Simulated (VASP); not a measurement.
Write the native input for VASP 6.6.1 that does the following.

| Quantity | Value |
| --- | --- |
| Task | relaxation of cell and atoms |
| Functional | PBE |
| Potentials or basis | VASP PAW PBE potentials, release 64 (Mg, Cd, Se) |
| Cutoff | 600 eV |
| k mesh | 6 × 6 × 2 |
| Occupations | gaussian, width 0.1 eV |
| Spin | no spin polarisation |
| Dipole correction | no |
| Further INCAR settings | ALGO = Normal; EDIFF = 1e-06; IBRION = 2; EDIFFG = -0.04; NSW = 90; ISIF = 3 |

The structure of MgCd2Se3 lies in POSCAR:

```
MgCd2Se3
1.0
    4.1330215600      0.0000000000      0.0000000000
   -2.0665107800      3.5793016600      0.0000000000
    0.0000000000      0.0000000000     10.1237939100
Mg Cd Se
1 2 3
Direct
    0.6666666700      0.3333333300      0.3333333300
    0.0000000000      0.0000000000      0.0000000000
    0.3333333300      0.6666666700      0.6666666700
    0.3333333300      0.6666666700      0.9166666700
    0.6666666700      0.3333333300      0.5833333300
    0.0000000000      0.0000000000      0.2500000000
```

These files were run (other wordings do the same):

INCAR

```
PREC = Accurate
ENCUT = 600
EDIFF = 1E-6
ISMEAR = 0
SIGMA = 0.1
LREAL = F
LASPH = T
NELM = 100
ALGO = Normal
ISIF = 3
LWAVE = F
LCHARG = F
GGA = PE
IBRION = 2
NSW = 90
EDIFFG = -0.04
```

KPOINTS

```
regular mesh
0
Gamma
  6 6 2
```

Potentials or basis: VASP PAW PBE potentials, release 64 (Mg, Cd, Se).

Run with:

```sh
$ cat potpaw_PBE.64/Mg/POTCAR potpaw_PBE.64/Cd/POTCAR potpaw_PBE.64/Se/POTCAR > POTCAR
$ mpirun -np 1 vasp_std > vasp.out
```

It gave:

```yaml
Relaxed_volume: 28.84 Å³/atom
Relaxed_cell: a = 4.339 Å, b = 4.339 Å, c = 10.615 Å, α = 90.00°, β = 90.00°, γ = 120.00°
Space_group_after_relaxing_to_0.05_Å: P3m1 (No. 156)
Energy_gained_by_relaxing: 110.3 meV/atom
Ionic_steps: 9
Pressure_after_relaxing: 0.0 GPa
Largest_force_after_relaxing: 0.026 eV/Å
Band_gap_on_the_k_mesh: 0.95 eV, direct
```

Caveat: the volume moved by over 15 % at a fixed basis, so the end points are rough.

It took 10 min on 1 thread of Intel(R) Xeon(R) Platinum 8488C (Sapphire Rapids), with other jobs on the host, peak memory 0.37 GiB.
